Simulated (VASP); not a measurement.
Wanted: the native input for a VASP 6.6.1 run.

```yaml
Task: single point
Functional: PBE
Potentials_or_basis: VASP PAW PBE potentials, release 64 (Pt)
Cutoff: 520 eV
k_mesh: 14 × 14 × 16
Occupations: gaussian, width 0.1 eV
Spin: no spin polarisation
Dipole_correction: no
Further_INCAR_settings: ALGO = Fast; EDIFF = 1e-06; NBANDS = 22
```

The structure of Pt lies in POSCAR:

```
Pt
1.0
    4.7513395379     -1.8983601937      0.0191715974
    4.7513395379      1.8983601937      0.0191715974
   -0.0173315271      0.0000000000      2.7247459672
Pt
3
Direct
    0.8462810098      0.8462810098      0.9991206120
    0.5000000000      0.5000000000      0.5000000000
    0.1537189902      0.1537189902      0.0008793880
```

The cell was built from a structure type or drawn by symmetry, and may not be a known phase.

These files were run (other wordings do the same):

INCAR

```
SYSTEM = Pt
ALGO = Fast
EDIFF = 1E-6
ENCUT = 520
GGA = PE
ISIF = 2
ISMEAR = 0
LASPH = .True.
LCHARG = .False.
LREAL = .False.
LWAVE = .False.
NBANDS = 22
NELM = 60
PREC = Accurate
SIGMA = 0.1
```

KPOINTS

```
k-points
0
Gamma
  14 14 16
  0 0 0
```

Potentials or basis: VASP PAW PBE potentials, release 64 (Pt).

The run is started by

```console
$ cat potpaw_PBE.64/Pt/POTCAR > POTCAR
$ mpirun -np 1 vasp_std > vasp.out
```

It gave:

| Item | Value |
| --- | --- |
| Pressure | -0.5 GPa |
| Band gap on the k mesh | zero (bands 15 and 16 overlap by 1.73 eV) |

Caveat: spin-orbit coupling is left out, which moves the levels of the heavy elements.

Run time: 5.6 min on 1 thread of Intel(R) Xeon(R) 6975P-C (Granite Rapids), with other jobs on the host, peak memory 0.74 GiB.
